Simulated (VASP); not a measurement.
# NaP2 (P-1) in VASP: single point with PBE+D3(BJ)

Aim: the single point of NaP2 with PBE+D3(BJ).

Program: VASP 6.6.1. These are calculated values, not measurements. Logs are shortened: lines on timing, memory, paths and dates and some standing lists are left out, and cuts for length are marked.

**1. The cell of the first run**

The typed cell holds 6 atoms: a = 3.277 Å, b = 5.633 Å, c = 6.968 Å, α = 98.04°, β = 93.32°, γ = 104.47°.

**2. Single point, PBE+D3(BJ)**

Contents of INCAR:

```
ALGO = Normal
EDIFF = 1E-7
ENCUT = 520
GGA = PE
ISIF = 2
ISMEAR = 0
IVDW = 12
LASPH = True
LCHARG = False
LREAL = False
LWAVE = False
NBANDS = 26
NELM = 100
PREC = Accurate
SIGMA = 0.1
```

Contents of KPOINTS:

```
k-points
0
Gamma
  6 4 4
```

Contents of POSCAR:

```
NaP2
1.0
    3.2766357000      0.0000000000      0.0000000000
   -1.4078808000      5.4543836000      0.0000000000
   -0.4039986000     -1.1104283000      6.8674647000
Na P
2 4
Direct
    0.1221650000      0.7891170000      0.1735600000
    0.8778350000      0.2108830000      0.8264400000
    0.6102570000      0.6765970000      0.7841050000
    0.9057920000      0.3021780000      0.4254190000
    0.3897430000      0.3234030000      0.2158950000
    0.0942080000      0.6978220000      0.5745810000
```

Potentials or basis: VASP PAW PBE potentials, release 64 (Na_pv, P).

On the command line:

```console
cat potpaw_PBE.64/Na_pv/POTCAR potpaw_PBE.64/P/POTCAR > POTCAR
mpirun -np 1 vasp_std > vasp.out
```

OUTCAR:

```text
EDIFF = 1E-7
   ENCUT = 520
   GGA = PE
   ISIF = 2
   ISMEAR = 0
   IVDW = 12
   LASPH = True
   LREAL = False
   NELM = 100
   PREC = Accurate
 IVDW          = 12

 ion  position               nearest neighbor table
   1  0.122  0.789  0.174-
   2  0.878  0.211  0.826-
   3  0.610  0.677  0.784-   6 2.21   6 2.21
   4  0.906  0.302  0.425-   5 2.21   5 2.21   6 2.24
   5  0.390  0.323  0.216-   4 2.21   4 2.21
   6  0.094  0.698  0.575-   3 2.21   3 2.21   4 2.24

  LATTYP: Found a triclinic cell.
 ALAT       =     5.7656348594
 B/A-ratio  =     2.0753103439
 C/A-ratio  =     0.5683044070
 COS(alpha) =     0.0047532980
 COS(beta)  =     0.3241195368
 COS(gamma) =     0.7762179082

  Lattice vectors:

 A1 = (   1.8687549000,   5.4543836000,   0.0000000000)
 A2 = (   0.0568755000,   9.7983389000,   6.8674647000)
 A3 = (   3.2766357000,   0.0000000000,   0.0000000000)

Analysis of symmetry for initial positions (statically):
=====================================================================
 Subroutine PRICEL returns:
 Original cell was already a primitive cell.

 Routine SETGRP: Setting up the symmetry group for a
 triclinic supercell.

 Subroutine GETGRP returns: Found  2 space group operations
 (whereof  2 operations were pure point group operations)
 out of a pool of  2 trial point group operations.

The static configuration has the point symmetry S_2 .

Analysis of symmetry for dynamics (positions and initial velocities):
=====================================================================
 Subroutine PRICEL returns:
 Original cell was already a primitive cell.

 Routine SETGRP: Setting up the symmetry group for a
 triclinic supercell.

 Subroutine GETGRP returns: Found  2 space group operations
 (whereof  2 operations were pure point group operations)
 out of a pool of  2 trial point group operations.

The dynamic configuration has the point symmetry S_2 .

 Subroutine INISYM returns: Found  2 space group operations
 (whereof  2 operations are pure point group operations),
 and found     1 'primitive' translations

[... 96 lines left out ...]
   ISPIN  =      1    spin polarized calculation?
   LNONCOLLINEAR =      F non collinear calculations
   LSORBIT =      F    spin-orbit coupling
   LASPH  =      T    aspherical Exc in radial PAW
   ENCUT  =  520.0 eV  38.22 Ry    6.18 a.u.   6.09 10.47 12.96*2*pi/ulx,y,z
   NELM   =    100;   NELMIN=  2; NELMDL= -5     # of ELM steps
   EDIFF  = 0.1E-06   stopping-criterion for ELM
   LREAL  =      F    real-space projection
   EDIFFG = 0.1E-05   stopping-criterion for IOM
   NSW    =      0    number of steps for IOM
   IBRION =     -1    ionic relax: 0-MD 1-quasi-New 2-CG
   NFREE  =      0    steps in history (QN), initial steepest desc. (CG)
   ISIF   =      2    stress and relaxation
   ISYM   =      2    0-nonsym 1-usesym 2-fastsym
   POTIM  = 0.5000    time-step for ionic-motion
   TEBEG  =    0.0;   TEEND  =   0.0 temperature during run
   PSTRESS=    0.0 pullay stress
   NELECT =      34.0000    total number of electrons
   NUPDOWN=      -1.0000    fix difference up-down
   EMIN   =  10.00;   EMAX   =-10.00  energy-range for DOS
   EFERMI =   0.00;   METHOD = LEGACY
   ISMEAR =     0;   SIGMA  =   0.10  broadening in eV -4-tet -1-fermi 0-gaus
   EFERMI_NEDOS =   21; number of points for ismear=-14 and -15
   IALGO  =     38    algorithm
   IMIX   =      4    mixing-type and parameters
     AMIX     =   0.40;   BMIX     =  1.00
     AMIX_MAG =   1.60;   BMIX_MAG =  1.00
  volume/ion in A,a.u.               =      20.46       138.04
  Fermi-wavevector in a.u.,A,eV,Ry     =   1.067196  2.016709 15.495788  1.138908
  Thomas-Fermi vector in A             =   2.202805
   LORBIT       =      0    0 simple, 1 ext, 2 COOP (PROOUT), +10 PAW based schemes
   GGA     = PE    functional components
   LHFCALC =     F    Hartree Fock is set to
   AEXX    =    0.0000 exact exchange contribution
   IVDW    =    12    specifies the selected vdW correction
   LEPSILON=     F    determine dielectric tensor
   LRPA    =     F    only Hartree local field effects (RPA)
 non-spin polarized calculation
 Gauss-broadening in eV      SIGMA  =   0.10
  energy-cutoff  :      520.00
  volume of cell :      122.74
 maximum number of plane-waves:      3330
   NGX = 13   NGY = 21   NGZ = 25

 number of electron      34.0000002 magnetization

 Free energy of the ion-electron system (eV)
  ---------------------------------------------------
  ext. energy  EPLUGINS =         0.00000000
  ---------------------------------------------------
  free energy    TOTEN  =       -25.95647181 eV

  energy without entropy =      -25.95647181  energy(sigma->0) =      -25.95647181

 E-fermi :   4.6767     XC(G=0):  -8.9638

 val. band max:        4.2387325216   @ k =   0.0000   0.5000   0.0000
 cond. band min:       5.1720641731   @ k =  -0.3333   0.2500   0.0000
 fundamental gap:      0.9333316515
 Fermi energy:         4.6767444586

 k-point     1 :       0.0000    0.0000    0.0000
  band No.  band energies     occupation
      1     -19.9208      2.00000
      2     -19.9132      2.00000
      3     -19.9089      2.00000
      4     -19.9064      2.00000
      5     -19.8952      2.00000
      6     -19.8841      2.00000
[... 685 lines left out ...]
     25      10.0516      0.00000
     26      10.2415      0.00000

 [... further k-points ...]

------------------------ aborting loop because EDIFF is reached ----------------------------------------

 Edisp (eV)   -1.86261

 E8    (eV) :    -0.7680

  FORCE on cell =-STRESS in cart. coord.  units (eV):
  Direction    XX          YY          ZZ          XY          YZ          ZX
  --------------------------------------------------------------------------------------
  -------------------------------------------------------------------------------------
  Total      -0.03284    -0.09765    -0.23848    -0.00575     0.02776     0.00077
  in kB      -0.42863    -1.27469    -3.11312    -0.07504     0.36231     0.01001
  external pressure =       -1.61 kB  Pullay stress =        0.00 kB

 VOLUME and BASIS-vectors are now :
 -----------------------------------------------------------------------------
  energy-cutoff  :      520.00
  volume of cell :      122.74
      direct lattice vectors                 reciprocal lattice vectors
     3.276635700  0.000000000  0.000000000     0.305191084  0.078775660  0.030691311
    -1.407880800  5.454383600  0.000000000     0.000000000  0.183338774  0.029644792
    -0.403998600 -1.110428300  6.867464700     0.000000000  0.000000000  0.145614145

 POSITION                                       TOTAL-FORCE (eV/Angst)
 -----------------------------------------------------------------------------------
     -0.78081      4.11142      1.19192         0.003440     -0.004028     -0.003801
      2.24557      0.23253      5.67555        -0.003440      0.004028      0.003801
      0.73024      2.81973      5.38481         0.002119      0.014790     -0.068914
      2.37065      1.17580      2.92155        -0.001066      0.047522     -0.049355
      0.73451      1.52423      1.48265        -0.002119     -0.014790      0.068914
     -0.90589      3.16816      3.94591         0.001066     -0.047522      0.049355
 -----------------------------------------------------------------------------------
    total drift:                               -0.000000      0.000000     -0.000000

  FREE ENERGIE OF THE ION-ELECTRON SYSTEM (eV)
  ---------------------------------------------------
  free  energy   TOTEN  =       -27.8190817303 eV

  energy  without entropy=      -27.8190817303  energy(sigma->0) =      -27.81908173
```

OSZICAR:

```text
N       E                     dE             d eps       ncg     rms          rms(c)
DAV:   1     0.253771578514E+03    0.25377E+03   -0.15637E+04  2704   0.127E+03
DAV:   2    -0.192155359022E+01   -0.25569E+03   -0.24038E+03  2888   0.316E+02
DAV:   3    -0.257287460515E+02   -0.23807E+02   -0.23345E+02  3534   0.100E+02
DAV:   4    -0.264810981822E+02   -0.75235E+00   -0.74762E+00  3238   0.179E+01
DAV:   5    -0.265025296084E+02   -0.21431E-01   -0.21417E-01  3750   0.310E+00    0.988E+00
DAV:   6    -0.260657793394E+02    0.43675E+00   -0.48617E-01  3292   0.318E+00    0.585E+00
DAV:   7    -0.259592799071E+02    0.10650E+00   -0.47711E-01  3428   0.298E+00    0.105E+00
DAV:   8    -0.259561976408E+02    0.30823E-02   -0.34015E-02  3072   0.105E+00    0.470E-01
DAV:   9    -0.259562910155E+02   -0.93375E-04   -0.50285E-03  3278   0.332E-01    0.165E-01
DAV:  10    -0.259563691379E+02   -0.78122E-04   -0.44959E-04  3292   0.106E-01    0.698E-02
DAV:  11    -0.259564639885E+02   -0.94851E-04   -0.13044E-04  2976   0.641E-02    0.152E-02
DAV:  12    -0.259564706663E+02   -0.66778E-05   -0.18051E-05  3388   0.248E-02    0.118E-02
DAV:  13    -0.259564718731E+02   -0.12068E-05   -0.24640E-06  3056   0.778E-03    0.352E-03
DAV:  14    -0.259564718132E+02    0.59911E-07   -0.17258E-07  2950   0.214E-03
   1 F= -.27819082E+02 E0= -.27819082E+02  d E =-.276141E-11
```

stdout:

```text
POSCAR found type information on POSCAR NaP
 POSCAR found :  2 types and       6 ions
 scaLAPACK will be used
 LDA part: xc-table for (Slater+PW92), standard interpolation
 POSCAR, INCAR and KPOINTS ok, starting setup
 FFT: planning ... GRIDC
 FFT: planning ... GRID_SOFT
 FFT: planning ... GRID
 WAVECAR not read
 entering main loop
```

It took 60 s on 1 thread of Intel Xeon 6975P-C (Granite Rapids), shared host; peak memory 0.3 GiB.

Results:

| Quantity | Value |
| --- | --- |
| Free energy | -27.8191 eV |
| Pressure | -0.2 GPa |
| Largest force | 0.071 eV/Å |
| Band gap on the k mesh | 0.93 eV (least direct gap 1.65 eV) |
| Dispersion energy per atom | -0.310 eV |

Forces on the atoms (eV/Å):
```
Na   0.003 -0.004 -0.004
Na  -0.003  0.004  0.004
P    0.002  0.015 -0.069
P   -0.001  0.048 -0.049
P   -0.002 -0.015  0.069
P    0.001 -0.048  0.049
```

A k mesh can miss the band edges.
